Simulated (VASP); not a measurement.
# Si8NO14 (a cell with a defect) in VASP: single point with LDA

Aim: the single point of Si8NO14 (a cell with a defect) with LDA.

Program: VASP 6.6.1. These are calculated values, not measurements. Logs are shortened: lines on timing, memory, paths and dates and some standing lists are left out, and cuts for length are marked.

**1. The cell of the first run**

The cell holds a defect, 23 atoms: a = 5.896 Å, b = 5.896 Å, c = 5.330 Å, α = 90.00°, β = 90.00°, γ = 90.00°.

**2. Single point, LDA, collinear spin, zero start**

The input, INCAR:

```
ALGO = Normal
EDIFF = 1E-6
ENCUT = 520
GGA = CA
GGA_COMPAT = False
ISIF = 2
ISMEAR = 0
ISPIN = 2
LASPH = True
LCHARG = False
LORBIT = 11
LREAL = False
LWAVE = False
MAGMOM = 0 0 0 0 0 0 0 0 0 0 0 0 0 0 0 0 0 0 0 0 0 0 0
NBANDS = 82
NELM = 200
PREC = Accurate
SIGMA = 0.05
```

The input, KPOINTS:

```
k-points
0
Gamma
  1 1 1
```

The input, POSCAR:

```
Si8NO14
1.0
   -4.1693000000     -4.1693000000      0.0000000000
    4.1693000000     -4.1693000000      0.0000000000
    0.0000000000      0.0000000000      5.3304000000
Si O N
8 14 1
Direct
    0.4997650685      0.4995007555      0.0030470509
   -0.0002343319      0.4995047130      0.2507686102
    0.4997645888      0.4994990766      0.4984897944
   -0.0002363706      0.4996046099      0.7507686102
   -0.0002334924     -0.0004925287      0.0323285307
    0.4997642290     -0.0005058403      0.2507684226
   -0.0002366105     -0.0004846137      0.4692088774
    0.4997649486     -0.0004957667      0.7507684226
    0.1934968700      0.4995067517      0.0040826204
   -0.0002376898      0.2003355479      0.2507650458
    0.8060317080      0.4995087904      0.0040835585
   -0.0002345718      0.7986808337      0.2507721747
    0.1934968700      0.4995024345      0.4974542248
    0.8060314681      0.4995049529      0.4974532868
    0.6895206629     -0.0004990046      0.0125562810
    0.4997621903      0.6908084091      0.2507695483
    0.3100070755     -0.0004966061      0.0125560934
    0.4997644689      0.3081987384      0.2507672970
    0.6895209028     -0.0004946874      0.4889801891
    0.4997636294      0.6932119301      0.7507674846
    0.3100076751     -0.0004931283      0.4889809395
    0.4997656681      0.3057944979      0.7507693606
   -0.0002367304      0.9995063920      0.7507689854
```

Potentials or basis: VASP PAW LDA potentials, release 64 (Si, O, N).

Run with:

```sh
cat potpaw_LDA.64/Si/POTCAR potpaw_LDA.64/O/POTCAR potpaw_LDA.64/N/POTCAR > POTCAR
mpirun -np 1 vasp_gam > vasp.out
```

OUTCAR:

```text
EDIFF = 1E-6
   ENCUT = 520
   GGA = CA
   ISIF = 2
   ISMEAR = 0
   ISPIN = 2
   LASPH = True
   LORBIT = 11
   LREAL = False
   NELM = 200
   PREC = Accurate

 ion  position               nearest neighbor table
   1  0.500  0.500  0.003-  18 1.74  16 1.74  22 1.76  20 1.76  11 1.81   9 1.81   3 2.64   3 2.69

   2  1.000  0.500  0.251-  13 1.74   9 1.74  14 1.74  11 1.74  10 1.76  12 1.76   4 2.67   4 2.67

   3  0.500  0.499  0.498-  18 1.74  16 1.74  22 1.76  20 1.76  14 1.81  13 1.81   1 2.64   1 2.69

   4  1.000  0.500  0.751-  11 1.77   9 1.77  14 1.77  13 1.77   2 2.67   2 2.67
   5  1.000  1.000  0.032-  23 1.50  10 1.66  12 1.66  17 1.83  15 1.83   7 2.33   7 3.00
   6  0.500  0.999  0.251-  19 1.69  15 1.69  21 1.69  17 1.69  16 1.82  18 1.82   8 2.67   8 2.67

   7  1.000  1.000  0.469-  23 1.50  10 1.66  12 1.66  19 1.83  21 1.83   5 2.33   5 3.00
   8  0.500  1.000  0.751-  15 1.79  19 1.79  21 1.79  17 1.79  22 1.81  20 1.81   6 2.67   6 2.67

   9  0.193  0.500  0.004-   2 1.74   4 1.77   1 1.81
  10  1.000  0.200  0.251-   7 1.66   5 1.66   2 1.76
  11  0.806  0.500  0.004-   2 1.74   4 1.77   1 1.81
  12  1.000  0.799  0.251-   5 1.66   7 1.66   2 1.76
  13  0.193  0.500  0.497-   2 1.74   4 1.77   3 1.81
  14  0.806  0.500  0.497-   2 1.74   4 1.77   3 1.81
  15  0.690  1.000  0.013-   6 1.69   8 1.79   5 1.83
  16  0.500  0.691  0.251-   3 1.74   1 1.74   6 1.82
  17  0.310  1.000  0.013-   6 1.69   8 1.79   5 1.83
  18  0.500  0.308  0.251-   1 1.74   3 1.74   6 1.82
  19  0.690  1.000  0.489-   6 1.69   8 1.79   7 1.83
  20  0.500  0.693  0.751-   3 1.76   1 1.76   8 1.81
  21  0.310  1.000  0.489-   6 1.69   8 1.79   7 1.83
  22  0.500  0.306  0.751-   1 1.76   3 1.76   8 1.81
  23  1.000  1.000  0.751-   5 1.50   7 1.50

  LATTYP: Found a simple tetragonal cell.
 ALAT       =     5.8962806056
 C/A-ratio  =     0.9040275313

  Lattice vectors:

 A1 = (  -4.1693000000,  -4.1693000000,   0.0000000000)
 A2 = (   4.1693000000,  -4.1693000000,   0.0000000000)
 A3 = (   0.0000000000,   0.0000000000,   5.3304000000)

Analysis of symmetry for initial positions (statically):
=====================================================================
 Subroutine PRICEL returns:
 Original cell was already a primitive cell.

 Routine SETGRP: Setting up the symmetry group for a
 simple tetragonal supercell.

 Subroutine GETGRP returns: Found  4 space group operations
 (whereof  1 operations were pure point group operations)
 out of a pool of 16 trial point group operations.

The static configuration has the point symmetry C_1 .
 The point group associated with its full space group is C_2v.

Analysis of symmetry for dynamics (positions and initial velocities):
=====================================================================
 Subroutine PRICEL returns:
 Original cell was already a primitive cell.

 Routine SETGRP: Setting up the symmetry group for a
 simple tetragonal supercell.

 Subroutine GETGRP returns: Found  4 space group operations
 (whereof  1 operations were pure point group operations)
 out of a pool of 16 trial point group operations.

The dynamic configuration has the point symmetry C_1 .
 The point group associated with its full space group is C_2v.

Analysis of structural, dynamic, and magnetic symmetry:
=====================================================================
 Subroutine PRICEL returns:
 Original cell was already a primitive cell.

 Routine SETGRP: Setting up the symmetry group for a
 simple tetragonal supercell.

 Subroutine GETGRP returns: Found  4 space group operations
 (whereof  1 operations were pure point group operations)
 out of a pool of 16 trial point group operations.

The overall configuration has the point symmetry C_1 .
 The point group associated with its full space group is C_2v.

[... 91 lines left out ...]
 ===========================================

 Found      1 irreducible k-points:

 Following reciprocal coordinates:
            Coordinates               Weight
  0.000000  0.000000  0.000000      1.000000
   k-points           NKPTS =      1   k-points in BZ     NKDIM =      1   number of bands    NBANDS=     82
   number of dos      NEDOS =    301   number of ions     NIONS =     23
   total plane-waves  NPLWV =  92160
   dimension x,y,z NGX =    48 NGY =   48 NGZ =   40
   dimension x,y,z NGXF=    96 NGYF=   96 NGZF=   80
   ions per type =               8  14   1
   NGX,Y,Z   is equivalent  to a cutoff of  13.53, 13.53, 12.48 a.u.
   NGXF,Y,Z  is equivalent  to a cutoff of  27.07, 27.07, 24.95 a.u.
 SYSTEM =  unknown system
   PREC   = accura    normal or accurate (medium, high low for compatibility)
   ISTART =      0    job   : 0-new  1-cont  2-samecut
   ICHARG =      2    charge: 1-file 2-atom 10-const
   ISPIN  =      2    spin polarized calculation?
   LNONCOLLINEAR =      F non collinear calculations
   LSORBIT =      F    spin-orbit coupling
   LASPH  =      T    aspherical Exc in radial PAW
   ENCUT  =  520.0 eV  38.22 Ry    6.18 a.u.  10.96 10.96  9.91*2*pi/ulx,y,z
   NELM   =    200;   NELMIN=  2; NELMDL= -5     # of ELM steps
   EDIFF  = 0.1E-05   stopping-criterion for ELM
   LREAL  =      F    real-space projection
   EDIFFG = 0.1E-04   stopping-criterion for IOM
   NSW    =      0    number of steps for IOM
   IBRION =     -1    ionic relax: 0-MD 1-quasi-New 2-CG
   NFREE  =      0    steps in history (QN), initial steepest desc. (CG)
   ISIF   =      2    stress and relaxation
   ISYM   =      2    0-nonsym 1-usesym 2-fastsym
   POTIM  = 0.5000    time-step for ionic-motion
   TEBEG  =    0.0;   TEEND  =   0.0 temperature during run
   PSTRESS=    0.0 pullay stress
   NELECT =     121.0000    total number of electrons
   NUPDOWN=      -1.0000    fix difference up-down
   EMIN   =  10.00;   EMAX   =-10.00  energy-range for DOS
   EFERMI =   0.00;   METHOD = LEGACY
   ISMEAR =     0;   SIGMA  =   0.05  broadening in eV -4-tet -1-fermi 0-gaus
   EFERMI_NEDOS =   21; number of points for ismear=-14 and -15
   IALGO  =     38    algorithm
   IMIX   =      4    mixing-type and parameters
     AMIX     =   0.40;   BMIX     =  1.00
     AMIX_MAG =   1.60;   BMIX_MAG =  1.00
  volume/ion in A,a.u.               =       8.06        54.37
  Fermi-wavevector in a.u.,A,eV,Ry     =   1.420249  2.683882 27.444422  2.017108
  Thomas-Fermi vector in A             =   2.541184
   LORBIT       =     11    0 simple, 1 ext, 2 COOP (PROOUT), +10 PAW based schemes
   GGA     = CA    functional components
   LHFCALC =     F    Hartree Fock is set to
   AEXX    =    0.0000 exact exchange contribution
   IVDW    =     0    specifies the selected vdW correction
   LEPSILON=     F    determine dielectric tensor
   LRPA    =     F    only Hartree local field effects (RPA)
 spin polarized calculation
 Gauss-broadening in eV      SIGMA  =   0.05
  energy-cutoff  :      520.00
  volume of cell :      185.32
 maximum number of plane-waves:      2500
 NGX is ok and might be reduce to    42
   NGX = 21   NGY = 21   NGZ = 19

 number of electron     120.9999948 magnetization       0.9995272

 Free energy of the ion-electron system (eV)
  ---------------------------------------------------
  ext. energy  EPLUGINS =         0.00000000
  ---------------------------------------------------
  free energy    TOTEN  =      -188.58866696 eV

  energy without entropy =     -188.58866696  energy(sigma->0) =     -188.58866696

 E-fermi :  10.6482     XC(G=0): -12.4816

 val. band max:       10.3564791201   @ k =   0.0000   0.0000   0.0000
 cond. band min:      11.0390409377   @ k =   0.0000   0.0000   0.0000
 fundamental gap:      0.6825618176
 Fermi energy:        10.6481933143

 spin component 1

 k-point     1 :       0.0000    0.0000    0.0000
  band No.  band energies     occupation
      1     -14.9634      1.00000
      2     -13.5638      1.00000
      3     -12.8270      1.00000
      4     -12.5511      1.00000
      5     -12.0028      1.00000
      6     -11.6321      1.00000
[... 64 lines left out ...]
     71      17.1046      0.00000
     72      17.2617      0.00000
 Fermi energy:        10.6481933143

 spin component 2

 k-point     1 :       0.0000    0.0000    0.0000
  band No.  band energies     occupation
      1     -14.9365      1.00000
      2     -13.5438      1.00000
      3     -12.7745      1.00000
      4     -12.5406      1.00000
      5     -11.9059      1.00000
      6     -11.6240      1.00000
[... 64 lines left out ...]
     71      17.2263      0.00000
     72      17.2985      0.00000
 [bands above 72 left out]

------------------------ aborting loop because EDIFF is reached ----------------------------------------

  FORCE on cell =-STRESS in cart. coord.  units (eV):
  Direction    XX          YY          ZZ          XY          YZ          ZX
  --------------------------------------------------------------------------------------
  -------------------------------------------------------------------------------------
  Total        7.3730507      7.3730507     46.2570521      0.3398699      0.0000000      0.0000000
  in kB       63.7443529     63.7443529    399.9193771      2.9383752      0.0000000      0.0000000
  external PRESSURE =     175.8026943 kB  Pullay stress =       0.0000000 kB

 VOLUME and BASIS-vectors are now :
 -----------------------------------------------------------------------------
  energy-cutoff  :      520.00
  volume of cell :      185.32
      direct lattice vectors                 reciprocal lattice vectors
    -4.169300000 -4.169300000  0.000000000    -0.119924208 -0.119924208  0.000000000
     4.169300000 -4.169300000  0.000000000     0.119924208 -0.119924208  0.000000000
     0.000000000  0.000000000  5.330400000     0.000000000  0.000000000  0.187603182

 POSITION                                       TOTAL-FORCE (eV/Angst)
 -----------------------------------------------------------------------------------
     -0.00110     -4.16624      0.01624         0.000208     -0.000208     -0.026562
     -2.08574     -6.25091      1.33670        -0.000141      0.000141      0.000000
     -0.00111     -4.16623      2.65715         0.000208     -0.000208      0.026562
     -2.08531     -6.25132      4.00190         0.000550     -0.000550      0.000000
     -0.00108     -8.33557      0.17232        -0.000273      0.000273     -0.131203
      2.08352     -6.25086      1.33670         0.000462     -0.000462      0.000000
[... 15 lines left out ...]
     -0.80872     -3.35862      4.00190        -0.020540      0.020540      0.000000
     -0.00107     -8.33556      4.00190         0.000638     -0.000638      0.000000
 -----------------------------------------------------------------------------------
    total drift:                                0.051054      0.051145      0.043939

  FREE ENERGIE OF THE ION-ELECTRON SYSTEM (eV)
  ---------------------------------------------------
  free  energy   TOTEN  =      -188.5886669598 eV

  energy  without entropy=     -188.5886669598  energy(sigma->0) =     -188.58866696

 total charge

# of ion       s       p       d       tot
------------------------------------------
    1        0.561   0.944   0.000   1.505
    2        0.569   0.958   0.000   1.527
    3        0.561   0.944   0.000   1.505
    4        0.737   0.744   0.000   1.481
    5        0.657   1.116   0.000   1.773
    6        0.588   1.045   0.000   1.633
[... 15 lines left out ...]
   22        1.530   3.684   0.000   5.213
   23        1.268   2.851   0.000   4.119
--------------------------------------------------
tot         27.708  62.360   0.000  90.069

 magnetization (x)

# of ion       s       p       d       tot
------------------------------------------
    1        0.002  -0.001   0.000   0.002
    2        0.003  -0.001   0.000   0.002
    3        0.002  -0.001   0.000   0.002
    4        0.204   0.017   0.000   0.221
    5        0.001   0.000   0.000   0.001
    6        0.001  -0.000   0.000   0.001
[... 15 lines left out ...]
   22        0.001  -0.001   0.000   0.000
   23        0.021  -0.016   0.000   0.005
--------------------------------------------------
tot          0.335   0.144   0.000   0.479
```

Run time: 94 s. Hardware: 1 thread of Intel Xeon 8259CL, shared host; peak memory 0.25 GiB.

What came out:

- Free energy: -188.5887 eV
- Pressure: 17.6 GPa
- Largest force: 0.131 eV/Å
- Band gap on the k mesh: 0.68 eV
- Net moment: 1.00 μB per cell
- Site moments: Si +0.00, +0.22; O +0.06, +0.01, +0.00; N +0.01 μB
- Valence electrons inside the program's atomic spheres: Si 1.50, 1.53, 1.48, 1.77, 1.63, 1.43; O 5.22, 5.30, 5.24, 5.21; N 4.12

Forces on the atoms (eV/Å):
```
Si   0.000  0.000 -0.027
Si   0.000  0.000  0.000
Si   0.000  0.000  0.027
Si   0.001 -0.001  0.000
Si   0.000  0.000 -0.131
Si   0.000  0.000  0.000
Si   0.000  0.000  0.131
Si   0.000  0.000  0.000
O   -0.025 -0.025  0.014
O    0.036 -0.036  0.000
O    0.025  0.025  0.014
O   -0.036  0.036  0.000
O   -0.025 -0.025 -0.014
O    0.025  0.025 -0.014
O   -0.032 -0.032 -0.009
O    0.035 -0.035  0.000
O    0.032  0.032 -0.009
O   -0.035  0.035  0.000
O   -0.032 -0.032  0.009
O    0.021 -0.021  0.000
O    0.032  0.032  0.009
O   -0.021  0.021  0.000
N    0.001 -0.001  0.000
```

Levels at points of the mesh, in eV from the valence-band top:
Spin up:
```csv
k point,band 57,band 58,band 59,band 60,band 61,band 62,band 63,band 64,band 65,band 66
"(0.00, 0.00, 0.00)",-3.95,-3.56,-2.95,-1.07,0.00,2.30,3.27,3.82,4.71,5.04
```
Spin down:
```tsv
k point	band 58	band 59	band 60	band 61	band 62	band 63
(0.00, 0.00, 0.00)	-3.50	-2.93	-1.05	0.68	2.97	3.30
```

Caveat: the k points lie up to 1.18 Å⁻¹ apart.
